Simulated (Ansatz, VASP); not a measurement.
# One calculation of AlFe, two programs

```xyz
4
Lattice="1.3016 -4.0923 0.0000 1.3016 4.0923 0.0000 0.0000 0.0000 5.0690" Properties=species:S:1:pos:R:3 pbc="T T T"
Al    1.3016    0.0000    1.2672
Al    1.3016    0.0000    3.8017
Fe    0.6508    2.0461    0.0000
Fe    0.6508   -2.0461    2.5345
```

Alike in both runs: functional PBE; k mesh 4 × 4 × 4; occupations gaussian, width 0.1 eV; collinear spin.

Ansatz relaxed the structure, and its values are those at the end. VASP's run is a single point on that final structure, the one shown.

```csv
,VASP,Ansatz
version,VASP 6.6.1,Ansatz 0.2.0
potentials or method,"VASP PAW PBE potentials, release 64 (Al, Fe), cutoff 520 eV","scalar-relativistic, plane waves, PAW"
valence electrons in the cell,22,38
```

VASP gave:

- gap on the k mesh at the Fermi level (eV): none
- pressure (GPa): 0.0
- net moment per atom (μB): 1.01
- size of the moment on the site where the two differ most (μB): 0.03

Question: Which values does Ansatz return?

Answer: gap on the k mesh at the Fermi level (eV): none; pressure (GPa): 0.1; net moment per atom (μB): 1.02; size of the moment on the site where the two differ most (μB): 0.04.

Site moments also hang on the region over which each program counts them. A gap of «none» marks a metal or a gap that the smearing closes. VASP's potentials hold 22 valence electrons a cell and Ansatz's 38, so a difference there can come from the potentials and not from the codes.

The k mesh is coarse, so the values compare programs but aren't converged.
